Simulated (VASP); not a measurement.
# Ta (I4/mmm) in VASP: single point with r2SCAN

Aim: the single point of Ta with r2SCAN.

All numbers are computed with VASP 6.6.1; they aren't measurements. Logs are shortened: lines on timing, memory, paths and dates and some standing lists are left out, and cuts for length are marked.

### 1 The cell of the first run

It takes space group I4/mmm (No. 139, tetragonal). The conventional cell has a = 3.305 Å, b = 3.305 Å, c = 3.404 Å, α = 90.00°, β = 90.00°, γ = 90.00°. Within 3.8 Å of Ta (site symmetry 4/mmm) lie 14 Ta at 2.89 to 3.40 Å.

### 2 Single point, r2SCAN (strain +0.0300 x Voigt [0, 1, 0, 0, 0, 0])

The input, POSCAR:

```
Ta
1.0
   -1.6522866616      1.7018552614      1.6522866616
    1.6522866616     -1.7018552614      1.6522866616
    1.6522866616      1.7018552614     -1.6522866616
Ta
1
Direct
    0.0000000000      0.0000000000      0.0000000000
```

The input, INCAR.step1:

```
PREC = Accurate ; ENCUT = 520
ISMEAR = 0 ; SIGMA = 0.15
LREAL = F ; LASPH = T
NELM = 80 ; NBANDS = 12
GGA = PE ; ALGO = Normal
EDIFF = 1E-4 ; LWAVE = T
LCHARG = F
```

The input, INCAR.step2:

```
PREC = Accurate ; ENCUT = 520
EDIFF = 1E-6 ; ISMEAR = 0
SIGMA = 0.15 ; LREAL = F
LASPH = T ; NELM = 80
ALGO = Normal ; ISIF = 2
LWAVE = F ; LCHARG = F
METAGGA = R2SCAN ; LMIXTAU = T
NBANDS = 12 ; ISTART = 1
```

The input, KPOINTS:

```
regular mesh
0
Gamma
  26 26 26
```

Potentials or basis: VASP PAW PBE potentials, release 64 (Ta_pv).

Command:

```bash
$ cat potpaw_PBE.64/Ta_pv/POTCAR > POTCAR
$ cp INCAR.step1 INCAR
$ mpirun -np 1 vasp_std > vasp.out
$ cp INCAR.step2 INCAR
$ mpirun -np 1 vasp_std > vasp.out
```

OUTCAR:

```text
PREC = Accurate
   ENCUT = 520
   EDIFF = 1E-6
   ISMEAR = 0
   LREAL = F
   LASPH = T
   NELM = 80
   ISIF = 2
   METAGGA = R2SCAN
   ISTART = 1

 ion  position               nearest neighbor table
   1  0.000  0.000  0.000-

  LATTYP: Found a body centered tetragonal cell.
 ALAT       =     3.3045733232
 C/A-ratio  =     1.0300000000

  Lattice vectors:

 A1 = (  -1.6522866616,  -1.7018552614,   1.6522866616)
 A2 = (   1.6522866616,  -1.7018552614,  -1.6522866616)
 A3 = (   1.6522866616,   1.7018552614,   1.6522866616)

Analysis of symmetry for initial positions (statically):
=====================================================================
 Subroutine PRICEL returns:
 Original cell was already a primitive cell.

 Routine SETGRP: Setting up the symmetry group for a
 body centered tetragonal supercell.

 Subroutine GETGRP returns: Found 16 space group operations
 (whereof 16 operations were pure point group operations)
 out of a pool of 16 trial point group operations.

The static configuration has the point symmetry D_4h.

Analysis of symmetry for dynamics (positions and initial velocities):
=====================================================================
 Subroutine PRICEL returns:
 Original cell was already a primitive cell.

 Routine SETGRP: Setting up the symmetry group for a
 body centered tetragonal supercell.

 Subroutine GETGRP returns: Found 16 space group operations
 (whereof 16 operations were pure point group operations)
 out of a pool of 16 trial point group operations.

The dynamic configuration has the point symmetry D_4h.

 Subroutine INISYM returns: Found 16 space group operations
 (whereof 16 operations are pure point group operations),
 and found     1 'primitive' translations

----------------------------------------------------------------------------------------

                                     Primitive cell

  volume of cell :      18.5846

  direct lattice vectors                    reciprocal lattice vectors
    -1.652286662  1.701855261  1.652286662     0.000000000  0.293797017  0.302610928
     1.652286662 -1.701855261  1.652286662     0.302610928  0.000000000  0.302610928
     1.652286662  1.701855261 -1.652286662     0.302610928  0.293797017  0.000000000

  length of vectors
     2.890746228  2.890746228  2.890746228     0.421770152  0.427956479  0.421770152

  position of ions in fractional coordinates (direct lattice)
     0.000000000  0.000000000  0.000000000

  ion indices of the primitive-cell ions
   primitive index   ion index
                 1           1

----------------------------------------------------------------------------------------

 KPOINTS: regular mesh

Automatic generation of k-mesh.
 Grid dimensions read from file:
 generate k-points for:   26   26   26

 Generating k-lattice:

  Cartesian coordinates                     Fractional coordinates (reciprocal lattice)
     0.000000000  0.011299885  0.011638882     0.038461538  0.000000000 -0.000000000
     0.011638882  0.000000000  0.011638882     0.000000000  0.038461538  0.000000000
     0.011638882  0.011299885  0.000000000    -0.000000000  0.000000000  0.038461538

  Length of vectors
     0.016221929  0.016459865  0.016221929

  Shift w.r.t. Gamma in fractional coordinates (k-lattice)
     0.000000000  0.000000000  0.000000000

 Subroutine IBZKPT returns following result:
 ===========================================

 Found   1330 irreducible k-points:

 Following reciprocal coordinates:
            Coordinates               Weight
  0.000000  0.000000  0.000000      1.000000
  0.038462 -0.000000  0.000000      8.000000
  0.076923 -0.000000  0.000000      8.000000
  0.115385 -0.000000  0.000000      8.000000
  0.153846 -0.000000  0.000000      8.000000
  0.192308  0.000000  0.000000      8.000000
[... 16 lines left out ...]
  0.307692  0.038462  0.000000     16.000000
  0.346154  0.038462  0.000000     16.000000
 [... further k-points ...]
   k-points           NKPTS =   1330   k-points in BZ     NKDIM =   1330   number of bands    NBANDS=     12
   number of dos      NEDOS =    301   number of ions     NIONS =      1
   total plane-waves  NPLWV =  13824
   dimension x,y,z NGX =    24 NGY =   24 NGZ =   24
   dimension x,y,z NGXF=    48 NGYF=   48 NGZF=   48
   ions per type =               1
   NGX,Y,Z   is equivalent  to a cutoff of  13.80, 13.80, 13.80 a.u.
   NGXF,Y,Z  is equivalent  to a cutoff of  27.60, 27.60, 27.60 a.u.
 SYSTEM =  unknown system
   PREC   = accura    normal or accurate (medium, high low for compatibility)
   ISTART =      1    job   : 0-new  1-cont  2-samecut
   ICHARG =      0    charge: 1-file 2-atom 10-const
   ISPIN  =      1    spin polarized calculation?
   LNONCOLLINEAR =      F non collinear calculations
   LSORBIT =      F    spin-orbit coupling
   LASPH  =      T    aspherical Exc in radial PAW
   ENCUT  =  520.0 eV  38.22 Ry    6.18 a.u.   5.37  5.37  5.37*2*pi/ulx,y,z
   NELM   =     80;   NELMIN=  2; NELMDL=  0     # of ELM steps
   EDIFF  = 0.1E-05   stopping-criterion for ELM
   LREAL  =      F    real-space projection
   EDIFFG = 0.1E-04   stopping-criterion for IOM
   NSW    =      0    number of steps for IOM
   IBRION =     -1    ionic relax: 0-MD 1-quasi-New 2-CG
   NFREE  =      0    steps in history (QN), initial steepest desc. (CG)
   ISIF   =      2    stress and relaxation
   ISYM   =      2    0-nonsym 1-usesym 2-fastsym
   POTIM  = 0.5000    time-step for ionic-motion
   TEBEG  =    0.0;   TEEND  =   0.0 temperature during run
   PSTRESS=    0.0 pullay stress
   NELECT =      11.0000    total number of electrons
   NUPDOWN=      -1.0000    fix difference up-down
   EMIN   =  10.00;   EMAX   =-10.00  energy-range for DOS
   EFERMI =   0.00;   METHOD = LEGACY
   ISMEAR =     0;   SIGMA  =   0.15  broadening in eV -4-tet -1-fermi 0-gaus
   EFERMI_NEDOS =   21; number of points for ismear=-14 and -15
   IALGO  =     38    algorithm
   IMIX   =      4    mixing-type and parameters
     AMIX     =   0.40;   BMIX     =  1.00
     AMIX_MAG =   1.60;   BMIX_MAG =  1.00
  volume/ion in A,a.u.               =      18.58       125.42
  Fermi-wavevector in a.u.,A,eV,Ry     =   1.374531  2.597487 25.705976  1.889336
  Thomas-Fermi vector in A             =   2.499949
   LORBIT       =      0    0 simple, 1 ext, 2 COOP (PROOUT), +10 PAW based schemes
   METAGGA = R2SCAN    functional components
   LHFCALC =     F    Hartree Fock is set to
   AEXX    =    0.0000 exact exchange contribution
   IVDW    =     0    specifies the selected vdW correction
   LEPSILON=     F    determine dielectric tensor
   LRPA    =     F    only Hartree local field effects (RPA)
 non-spin polarized calculation
 Gauss-broadening in eV      SIGMA  =   0.15
  energy-cutoff  :      520.00
  volume of cell :       18.58
 maximum number of plane-waves:       515
 NGX is ok and might be reduce to    24
   NGX = 11   NGY = 11   NGZ = 11

 number of electron      10.9999999 magnetization

 Free energy of the ion-electron system (eV)
  ---------------------------------------------------
  ext. energy  EPLUGINS =         0.00000000
  ---------------------------------------------------
  free energy    TOTEN  =       -48.57617779 eV

  energy without entropy =      -48.56200095  energy(sigma->0) =      -48.56908937

 E-fermi :   5.0754     XC(G=0): -13.5907

 val. band max:        5.0753185807   @ k =  -0.4231  -0.4615   0.1923
 cond. band min:       5.0754886336   @ k =   0.0385   0.2308   0.0000
 fundamental gap:      0.0001700529
 Fermi energy:         5.0753899173

 k-point     1 :       0.0000    0.0000    0.0000
  band No.  band energies     occupation
      1     -29.2831      2.00000
      2     -29.2778      2.00000
      3     -29.2778      2.00000
      4      -3.1327      2.00000
      5       5.7945      0.00000
      6       5.7945      0.00000
      7       6.1790      0.00000
      8       9.0255      0.00000
      9       9.5403      0.00000
     10      17.0346      0.00000
     11      20.3389      0.00000
     12      20.8996      0.00000

 k-point     2 :       0.0385   -0.0000    0.0000
  band No.  band energies     occupation
      1     -29.2984      2.00000
      2     -29.2831      2.00000
      3     -29.2802      2.00000
      4      -3.0664      2.00000
      5       5.7839      0.00000
      6       5.8011      0.00000
      7       6.1934      0.00000
      8       8.9715      0.00000
      9       9.5177      0.00000
     10      17.0345      0.00000
     11      20.4569      0.00000
     12      21.0126      0.00000

 k-point     3 :       0.0769   -0.0000    0.0000
  band No.  band energies     occupation
      1     -29.3497      2.00000
      2     -29.2984      2.00000
      3     -29.2804      2.00000
      4      -2.8705      2.00000
      5       5.7445      0.00000
      6       5.7547      0.00000
      7       6.3067      0.00000
      8       8.8206      0.00000
      9       9.4738      0.00000
     10      17.0345      0.00000
     11      20.7311      0.00000
     12      21.3581      0.00000

 k-point     4 :       0.1154   -0.0000    0.0000
  band No.  band energies     occupation
      1     -29.4314      2.00000
      2     -29.3229      2.00000
      3     -29.2805      2.00000
      4      -2.5544      2.00000
      5       5.6024      0.00000
      6       5.6569      0.00000
      7       6.5832      0.00000
      8       8.6273      0.00000
      9       9.4397      0.00000
     10      17.0344      0.00000
     11      21.0244      0.00000
     12      21.9113      0.00000

 k-point     5 :       0.1538   -0.0000    0.0000
  band No.  band energies     occupation
      1     -29.5376      2.00000
      2     -29.3550      2.00000
      3     -29.2805      2.00000
      4      -2.1342      2.00000
      5       5.3800      0.00408
      6       5.5034      0.00005
      7       7.0012      0.00000
      8       8.4749      0.00000
      9       9.4261      0.00000
     10      17.0343      0.00000
     11      21.2349      0.00000
     12      22.5318      0.00000
[... 228 lines left out ...]
      1     -29.8675      2.00000
      2     -29.4550      2.00000
      3     -29.2885      2.00000
      4      -0.7629      2.00000
      5       4.7130      1.99937
      6       4.9312      1.82593
      7       8.4550      0.00000
      8       8.5930      0.00000
      9       9.5814      0.00000
     10      17.0336      0.00000
     11      20.7507      0.00000
     12      21.9423      0.00000

 k-point    22 :       0.2692    0.0385    0.0000
  band No.  band energies     occupation
      1     -29.9971      2.00000
      2     -29.4976      2.00000
      3     -29.2886      2.00000
      4      -0.2469      2.00000
      5       4.4610      2.00000
      6       4.8290      1.97983
      7       8.5757      0.00000
      8       9.3582      0.00000
      9       9.6949      0.00000
     10      17.0331      0.00000
     11      20.1003      0.00000
     12      20.9013      0.00000

 k-point    23 :       0.3077    0.0385    0.0000
  band No.  band energies     occupation
      1     -30.1168      2.00000
      2     -29.5375      2.00000
      3     -29.2885      2.00000
      4       0.1740      2.00000
      5       4.2358      2.00000
      6       4.8896      1.92012
      7       8.7169      0.00000
      8       9.8162      0.00000
      9      10.1850      0.00000
     10      17.0319      0.00000
     11      19.4033      0.00000
     12      19.7865      0.00000

 k-point    24 :       0.3462    0.0385    0.0000
  band No.  band energies     occupation
      1     -30.2204      2.00000
      2     -29.5724      2.00000
      3     -29.2884      2.00000
      4       0.4582      2.00000
      5       4.0468      2.00000
      6       5.1377      0.55710
      7       8.8449      0.00000
      8       9.9456      0.00000
      9      11.0176      0.00000
     10      17.0294      0.00000
     11      18.7319      0.00000
     12      18.7598      0.00000

 [... further k-points ...]

------------------------ aborting loop because EDIFF is reached ----------------------------------------

  FORCE on cell =-STRESS in cart. coord.  units (eV):
  Direction    XX          YY          ZZ          XY          YZ          ZX
  --------------------------------------------------------------------------------------
  -------------------------------------------------------------------------------------
  Total       -0.4550723     -0.8032868     -0.4550723      0.0000000      0.0000000      0.0000000
  in kB      -39.2317409    -69.2512839    -39.2317409      0.0000000      0.0000000      0.0000000
  external PRESSURE =     -49.2382552 kB  Pullay stress =       0.0000000 kB

 VOLUME and BASIS-vectors are now :
 -----------------------------------------------------------------------------
  energy-cutoff  :      520.00
  volume of cell :       18.58
      direct lattice vectors                 reciprocal lattice vectors
    -1.652286662  1.701855261  1.652286662     0.000000000  0.293797017  0.302610928
     1.652286662 -1.701855261  1.652286662     0.302610928  0.000000000  0.302610928
     1.652286662  1.701855261 -1.652286662     0.302610928  0.293797017  0.000000000

 POSITION                                       TOTAL-FORCE (eV/Angst)
 -----------------------------------------------------------------------------------
      0.00000      0.00000      0.00000         0.000000      0.000000     -0.000000
 -----------------------------------------------------------------------------------
    total drift:                                0.000000      0.000000      0.000000

  FREE ENERGIE OF THE ION-ELECTRON SYSTEM (eV)
  ---------------------------------------------------
  free  energy   TOTEN  =       -48.5761777910 eV

  energy  without entropy=      -48.5620009501  energy(sigma->0) =      -48.56908937
```

It took 20 min on 1 thread of Oxide Virtual Turin-like, shared host; peak memory 0.35 GiB.

What came out:

| Property | Result |
| --- | --- |
| Free energy | -48.5762 eV |
| Pressure | -4.9 GPa |
| Band gap on the k mesh | zero (an odd number of electrons rules out a gap without spin polarisation) |

Levels at points of the mesh, in eV from the Fermi level:
```tsv
k point	band 4	band 5	band 6	band 7	band 8	band 9
(0.00, 0.00, 0.00)	-8.21	0.72	0.72	1.10	3.95	4.46
(0.50, 0.00, 0.00)	-4.43	-1.34	1.25	3.84	5.08	7.74
(0.00, 0.50, 0.00)	-4.40	-1.73	1.47	4.41	5.26	7.83
(0.50, 0.50, 0.50)	-3.79	-3.71	6.79	6.89	6.89	8.19
```

Caveat: the cell differs from its parent crystal (strain +0.0300 x Voigt [0, 1, 0, 0, 0, 0]); the cell stands under tension; the PAW data sets were made with another functional, which shifts forces and pressure a little; spin-orbit coupling is left out, which moves the levels of the heavy elements.
